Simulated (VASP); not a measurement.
# NiO in VASP: a series of runs

NiO is run at these levels: PBE+U; tasks: single point.

All numbers are computed with VASP 6.6.1; they aren't measurements. Logs are shortened: lines on timing, memory, paths and dates and some standing lists are left out, and cuts for length are marked.

**1. The cell of the first run**

The typed cell holds 4 atoms: a = 3.007 Å, b = 3.007 Å, c = 6.009 Å, α = 59.98°, β = 59.98°, γ = 60.00°.

**2. Single point, PBE+U, collinear spin, antiferromagnetic start**

INCAR reads:

```
SYSTEM = NiO
PREC = Accurate ; ENCUT = 520
EDIFF = 1E-7 ; ISMEAR = 0
SIGMA = 0.05 ; LREAL = .False.
LASPH = .True. ; NELM = 150
ALGO = Normal ; ISIF = 2
LWAVE = .False. ; LCHARG = .True.
ISPIN = 2 ; MAGMOM = 1.85 -1.85 0 0
LORBIT = 11 ; LMAXMIX = 4
LDAU = .True. ; LDAUTYPE = 2
LDAUL = 2 -1 ; LDAUU = 6 0
LDAUJ = 0 0 ; LDAUPRINT = 1
GGA = PE ; LELF = .True.
LVHAR = .True. ; NBANDS = 28
```

KPOINTS reads:

```
regular mesh
0
Gamma
  10 10 5
  0 0 0
```

POSCAR reads:

```
NiO
1.0
    0.0000000000      2.1261674825      2.1261674825
    2.1261674825      0.0000000000      2.1261674825
    4.2493462858      4.2493462858      0.0029886792
Ni O
2 2
Direct
    0.0000000000      0.0000000000      0.0000000000
    0.0000000000      0.0000000000      0.5000000000
    0.5000000045      0.5000000045      0.2499999932
    0.4999999955      0.4999999955      0.7500000068
```

Potentials or basis: VASP PAW PBE potentials, release 64 (Ni, O).

On the command line:

```sh
$ cat potpaw_PBE.64/Ni/POTCAR potpaw_PBE.64/O/POTCAR > POTCAR
$ mpirun -np 1 vasp_std > vasp.out
```

OUTCAR:

```text
SYSTEM = NiO
   PREC = Accurate
   ENCUT = 520
   EDIFF = 1E-7
   ISMEAR = 0
   LREAL = .False.
   LASPH = .True.
   NELM = 150
   ISIF = 2
   ISPIN = 2
   LORBIT = 11
   GGA = PE

 ion  position               nearest neighbor table
   1  0.000  0.000  0.000-   3 2.13   3 2.13   4 2.13   4 2.13   3 2.13   4 2.13   2 3.00   2 3.00
                             2 3.00   2 3.00   2 3.00   2 3.00
   2  0.000  0.000  0.500-   3 2.13   4 2.13   3 2.13   4 2.13   4 2.13   3 2.13   1 3.00   1 3.00
                             1 3.00   1 3.00   1 3.00   1 3.00
   3  0.500  0.500  0.250-   1 2.13   1 2.13   1 2.13   2 2.13   2 2.13   2 2.13
   4  0.500  0.500  0.750-   1 2.13   1 2.13   1 2.13   2 2.13   2 2.13   2 2.13

  LATTYP: Found a trigonal (rhomboedric) cell.
 ALAT       =     5.2031452332
 COS(alpha) =     0.8330205421

  Lattice vectors:

 A1 = (   4.2493462858,   2.1231788033,  -2.1231788033)
 A2 = (   2.1231788033,   2.1231788033,  -4.2493462858)
 A3 = (   2.1231788033,   4.2493462858,  -2.1231788033)

Analysis of symmetry for initial positions (statically):
=====================================================================
 Subroutine PRICEL returns following result:

  LATTYP: Found a trigonal (rhomboedric) cell.
 ALAT       =     3.0047419459
 COS(alpha) =     0.4992965497
[... 12 lines left out ...]
 Subroutine GETGRP returns: Found 12 space group operations
 (whereof 12 operations were pure point group operations)
 out of a pool of 12 trial point group operations.

The static configuration has the point symmetry D_3d.

Analysis of symmetry for dynamics (positions and initial velocities):
=====================================================================
 Subroutine PRICEL returns following result:

  LATTYP: Found a trigonal (rhomboedric) cell.
 ALAT       =     3.0047419459
 COS(alpha) =     0.4992965497
[... 12 lines left out ...]
 Subroutine GETGRP returns: Found 12 space group operations
 (whereof 12 operations were pure point group operations)
 out of a pool of 12 trial point group operations.

The dynamic configuration has the point symmetry D_3d.

Analysis of structural, dynamic, and magnetic symmetry:
=====================================================================
 Subroutine PRICEL returns following result:

  LATTYP: Found a trigonal (rhomboedric) cell.
 ALAT       =     3.0047419459
 COS(alpha) =     0.4992965497
[... 12 lines left out ...]
 Subroutine GETGRP returns: Found 12 space group operations
 (whereof 12 operations were pure point group operations)
 out of a pool of 12 trial point group operations.

The overall configuration has the point symmetry D_3d.

 Subroutine INISYM returns: Found 12 space group operations
 (whereof 12 operations are pure point group operations),
 and found     2 'primitive' translations

----------------------------------------------------------------------------------------

                                     Primitive cell

  volume of cell :      19.2028

  direct lattice vectors                    reciprocal lattice vectors
     2.124673143 -0.001494340 -2.124673143     0.235247645 -0.235082189 -0.235247645
    -0.001494340  2.124673143 -2.124673143    -0.235082189  0.235247645 -0.235247645
     2.124673143  2.124673143  0.001494340     0.235247645  0.235247645  0.235082189

  length of vectors
     3.004741946  3.004741946  3.004741946     0.407365370  0.407365370  0.407365370

[... 148 lines left out ...]
  o =  0.1471  v =  0.0000  0.0000  0.0000  0.0000  0.0000  0.0001  0.0001  0.9253  0.0000 -0.3792      0.0000  0.0000  0.0000  0.0000  0.0000  0.0000  0.0000  0.0000  0.0000  0.0000
  o =  0.9797  v =  0.0000  0.0000  0.0000  0.0000  0.0000  0.0377  0.7252 -0.0000 -0.6875  0.0002      0.0000  0.0000  0.0000  0.0000  0.0000  0.0000  0.0000  0.0000  0.0000  0.0000
  o =  0.9797  v =  0.0000  0.0000  0.0000  0.0000  0.0000  0.8156  0.3752 -0.0002  0.4405 -0.0000      0.0000  0.0000  0.0000  0.0000  0.0000  0.0000  0.0000  0.0000  0.0000  0.0000
  o =  0.9797  v =  0.0000  0.0000  0.0000  0.0000  0.0000 -0.5774  0.5774  0.0000  0.5774 -0.0000      0.0000  0.0000  0.0000  0.0000  0.0000  0.0000  0.0000  0.0000  0.0000  0.0000
  o =  0.9816  v = -0.5774  0.5774 -0.0000  0.5774 -0.0000  0.0000  0.0000  0.0000  0.0000  0.0000      0.0000  0.0000  0.0000  0.0000  0.0000  0.0000  0.0000  0.0000  0.0000  0.0000
  o =  0.9816  v = -0.4550 -0.8146 -0.0005  0.3596  0.0008  0.0000  0.0000  0.0000  0.0000  0.0000      0.0000  0.0000  0.0000  0.0000  0.0000  0.0000  0.0000  0.0000  0.0000  0.0000
  o =  0.9816  v =  0.6780 -0.0551  0.0008  0.7330  0.0005  0.0000  0.0000  0.0000  0.0000  0.0000      0.0000  0.0000  0.0000  0.0000  0.0000  0.0000  0.0000  0.0000  0.0000  0.0000
  o =  1.0230  v =  0.0000  0.0007  0.0000 -0.0007  1.0000  0.0000  0.0000  0.0000  0.0000  0.0000      0.0000  0.0000  0.0000  0.0000  0.0000  0.0000  0.0000  0.0000  0.0000  0.0000
  o =  1.0230  v = -0.0008 -0.0004  1.0000 -0.0004 -0.0000  0.0000  0.0000  0.0000  0.0000  0.0000      0.0000  0.0000  0.0000  0.0000  0.0000  0.0000  0.0000  0.0000  0.0000  0.0000

atom =   2  type =  1  l = 2

 onsite density matrix

spin component  1

  0.9797 -0.0000 -0.0001 -0.0000  0.0000
 -0.0000  0.9797 -0.0001  0.0000  0.0001
 -0.0001 -0.0001  0.1471 -0.0001 -0.0000
 -0.0000  0.0000 -0.0001  0.9797 -0.0001
  0.0000  0.0001 -0.0000 -0.0001  0.1471

spin component  2

  0.9816  0.0000 -0.0000  0.0000 -0.0000
  0.0000  0.9816 -0.0000 -0.0000  0.0000
 -0.0000 -0.0000  1.0230 -0.0000  0.0000
  0.0000 -0.0000 -0.0000  0.9816 -0.0000
 -0.0000  0.0000  0.0000 -0.0000  1.0230

 occupancies and eigenvectors

  o =  0.1471  v =  0.0001  0.0001  0.9996  0.0001  0.0266  0.0000  0.0000  0.0000  0.0000  0.0000      0.0000  0.0000  0.0000  0.0000  0.0000  0.0000  0.0000  0.0000  0.0000  0.0000
  o =  0.1471  v =  0.0000  0.0001  0.0266 -0.0001 -0.9996  0.0000  0.0000  0.0000  0.0000  0.0000      0.0000  0.0000  0.0000  0.0000  0.0000  0.0000  0.0000  0.0000  0.0000  0.0000
  o =  0.9797  v =  0.1504 -0.6198 -0.0000  0.7702 -0.0002  0.0000  0.0000  0.0000  0.0000  0.0000      0.0000  0.0000  0.0000  0.0000  0.0000  0.0000  0.0000  0.0000  0.0000  0.0000
  o =  0.9797  v = -0.8025 -0.5315  0.0002 -0.2710 -0.0000  0.0000  0.0000  0.0000  0.0000  0.0000      0.0000  0.0000  0.0000  0.0000  0.0000  0.0000  0.0000  0.0000  0.0000  0.0000
  o =  0.9797  v =  0.5774 -0.5774 -0.0000 -0.5774 -0.0000  0.0000  0.0000  0.0000  0.0000  0.0000      0.0000  0.0000  0.0000  0.0000  0.0000  0.0000  0.0000  0.0000  0.0000  0.0000
  o =  0.9816  v =  0.0000  0.0000  0.0000  0.0000  0.0000 -0.5774  0.5774  0.0000  0.5774  0.0000      0.0000  0.0000  0.0000  0.0000  0.0000  0.0000  0.0000  0.0000  0.0000  0.0000
  o =  0.9816  v =  0.0000  0.0000  0.0000  0.0000  0.0000  0.0190 -0.6974  0.0000  0.7164  0.0009      0.0000  0.0000  0.0000  0.0000  0.0000  0.0000  0.0000  0.0000  0.0000  0.0000
  o =  0.9816  v =  0.0000  0.0000  0.0000  0.0000  0.0000  0.8163  0.4246  0.0009  0.3917 -0.0000      0.0000  0.0000  0.0000  0.0000  0.0000  0.0000  0.0000  0.0000  0.0000  0.0000
  o =  1.0230  v =  0.0000  0.0000  0.0000  0.0000  0.0000  0.0000  0.0007 -0.0000 -0.0007  1.0000      0.0000  0.0000  0.0000  0.0000  0.0000  0.0000  0.0000  0.0000  0.0000  0.0000
  o =  1.0230  v =  0.0000  0.0000  0.0000  0.0000  0.0000 -0.0008 -0.0004  1.0000 -0.0004  0.0000      0.0000  0.0000  0.0000  0.0000  0.0000  0.0000  0.0000  0.0000  0.0000  0.0000

 number of electron      32.0000030 magnetization       0.0000000

 Free energy of the ion-electron system (eV)
  ---------------------------------------------------
  ext. energy  EPLUGINS =         0.00000000
  ---------------------------------------------------
  free energy    TOTEN  =       -20.49656557 eV

  energy without entropy =      -20.49656557  energy(sigma->0) =      -20.49656557

 E-fermi :   5.8549     XC(G=0): -12.3389

 val. band max:        5.6122267893   @ k =   0.0000   0.0000   0.4000
 cond. band min:       8.6701932522   @ k =   0.0000   0.0000   0.0000
 fundamental gap:      3.0579664629
 Fermi energy:         5.8549217767

 spin component 1

 k-point     1 :       0.0000    0.0000    0.0000
  band No.  band energies     occupation
      1     -12.2249      1.00000
      2     -10.9240      1.00000
      3      -0.9271      1.00000
      4      -0.3400      1.00000
      5      -0.3400      1.00000
      6       1.4980      1.00000
[... 1481 lines left out ...]
     27      23.4898      0.00000
     28      26.8920      0.00000

 [... further k-points ...]

------------------------ aborting loop because EDIFF is reached ----------------------------------------

  FORCE on cell =-STRESS in cart. coord.  units (eV):
  Direction    XX          YY          ZZ          XY          YZ          ZX
  --------------------------------------------------------------------------------------
  -------------------------------------------------------------------------------------
  Total       -1.8844589     -1.8844589     -1.8844589      0.0036215     -0.0036215     -0.0036215
  in kB      -78.6145498    -78.6145498    -78.6145498      0.1510788     -0.1510788     -0.1510788
  external PRESSURE =     -78.6145498 kB  Pullay stress =       0.0000000 kB

 VOLUME and BASIS-vectors are now :
 -----------------------------------------------------------------------------
  energy-cutoff  :      520.00
  volume of cell :       38.41
      direct lattice vectors                 reciprocal lattice vectors
     0.000000000  2.126167483  2.126167483    -0.235247645  0.235082189  0.235247645
     2.126167483  0.000000000  2.126167483     0.235082189 -0.235247645  0.235247645
     4.249346286  4.249346286  0.002988679     0.117706551  0.117706551 -0.117706551

 POSITION                                       TOTAL-FORCE (eV/Angst)
 -----------------------------------------------------------------------------------
      0.00000      0.00000      0.00000         0.000000      0.000000     -0.000000
      2.12467      2.12467      0.00149         0.000000      0.000000     -0.000000
      2.12542      2.12542      2.12691        -0.000000     -0.000000      0.000000
      4.25009      4.25009      2.12841        -0.000000     -0.000000      0.000000
 -----------------------------------------------------------------------------------
    total drift:                               -0.000000     -0.000000      0.000000

  FREE ENERGIE OF THE ION-ELECTRON SYSTEM (eV)
  ---------------------------------------------------
  free  energy   TOTEN  =       -20.4965655733 eV

  energy  without entropy=      -20.4965655733  energy(sigma->0) =      -20.49656557

 total charge

# of ion       s       p       d       tot
------------------------------------------
    1        0.326   0.383   8.199   8.908
    2        0.326   0.383   8.199   8.908
    3        1.550   3.445   0.000   4.995
    4        1.550   3.445   0.000   4.995
--------------------------------------------------
tot          3.753   7.655  16.397  27.806

 magnetization (x)

# of ion       s       p       d       tot
------------------------------------------
    1       -0.001  -0.005   1.756   1.750
    2        0.001   0.005  -1.756  -1.750
    3        0.000   0.000   0.000   0.000
    4        0.000   0.000   0.000   0.000
--------------------------------------------------
tot          0.000   0.000   0.000   0.000
```

It took 3.6 min on 1 thread of Intel Xeon 8259CL, shared host; peak memory 0.25 GiB.

Results:

```yaml
Free_energy: -20.4966 eV
Pressure: -7.9 GPa
Band_gap_on_the_k_mesh: 3.06 eV
Net_moment: 0.00 μB per cell
Site_moments: Ni +1.75, -1.75; O +0.00 μB
Valence_electrons_inside_the_program's_atomic_spheres: Ni 8.91; O 5.00
```

Eigenvalues of the final occupation matrices:
```csv
site,spin,trace,eigenvalues
site 1 d,1,4.99,0.98 0.98 0.98 1.02 1.02
site 1 d,2,3.23,0.15 0.15 0.98 0.98 0.98
site 2 d,1,3.23,0.15 0.15 0.98 0.98 0.98
site 2 d,2,4.99,0.98 0.98 0.98 1.02 1.02
```

Caveat: the cell stands under tension; an odd mesh through Γ misses points on the zone boundary, where band edges can lie. The state reached can hang on the start; a lower one may exist.

**3. Single point, PBE+U, collinear spin, antiferromagnetic start**

This run uses another cell than the first one, of 9.72 Å³/atom.

INCAR reads:

```
SYSTEM = NiO
ALGO = Normal
EDIFF = 1E-6
ENCUT = 520
GGA = PE
ISIF = 2
ISMEAR = 0
ISPIN = 2
LASPH = .True.
LCHARG = .False.
LDAU = .True.
LDAUJ = 0 0
LDAUL = 2 -1
LDAUPRINT = 1
LDAUTYPE = 2
LDAUU = 6.2 0
LMAXMIX = 4
LORBIT = 11
LREAL = .False.
LWAVE = .False.
MAGMOM = 2 -2 0 0
NBANDS = 28
NELM = 150
PREC = Accurate
SIGMA = 0.05
```

KPOINTS reads:

```
k-points
0
Gamma
  10 10 5
  0 0 0
```

POSCAR reads:

```
NiO
1.0
    0.0000000000      2.1338354365      2.1338354365
    2.1338354365      0.0000000000      2.1338354365
    4.2676708730      4.2676708730      0.0000000000
Ni O
2 2
Direct
    0.0000000000      0.0000000000      0.0000000000
    0.0000000000      0.0000000000      0.5000000000
    0.5000000000      0.5000000000      0.2500000000
    0.5000000000      0.5000000000      0.7500000000
```

Potentials or basis: VASP PAW PBE potentials, release 64 (Ni, O).

On the command line:

```sh
$ cat potpaw_PBE.64/Ni/POTCAR potpaw_PBE.64/O/POTCAR > POTCAR
$ mpirun -np 1 vasp_std > vasp.out
```

It took 3.2 min on 1 thread of Intel Xeon 8259CL, shared host; peak memory 0.25 GiB.

The run converged. Its results:

```yaml
Free_energy: -20.4094 eV
Pressure: -9.7 GPa
Band_gap_on_the_k_mesh: 2.99 eV
Net_moment: 0.00 μB per cell
Site_moments: Ni +1.76, -1.76; O +0.00 μB
Valence_electrons_inside_the_program's_atomic_spheres: Ni 8.89; O 4.99
```

Levels at points of the mesh, in eV from the valence-band top:
Spin up:
```tsv
k point	band 14	band 15	band 16	band 17	band 18	band 19
(0.00, 0.00, 0.00)	-0.61	-0.61	-0.61	2.99	4.24	4.24
(0.50, 0.00, 0.00)	-1.89	-0.58	-0.49	4.41	4.53	7.14
```
Spin down:
```tsv
k point	band 14	band 15	band 16	band 17	band 18	band 19
(0.00, 0.00, 0.00)	-0.61	-0.61	-0.61	2.99	4.24	4.24
(0.50, 0.00, 0.00)	-1.89	-0.58	-0.49	4.41	4.53	7.14
```

Eigenvalues of the final occupation matrices:
```csv
site,spin,trace,eigenvalues
site 1 d,1,4.99,0.98 0.98 0.98 1.02 1.02
site 1 d,2,3.22,0.14 0.14 0.98 0.98 0.98
site 2 d,1,3.22,0.14 0.14 0.98 0.98 0.98
site 2 d,2,4.99,0.98 0.98 0.98 1.02 1.02
```

Caveat: the cell stands under tension; an odd mesh through Γ misses points on the zone boundary, where band edges can lie. The state reached can hang on the start; a lower one may exist.
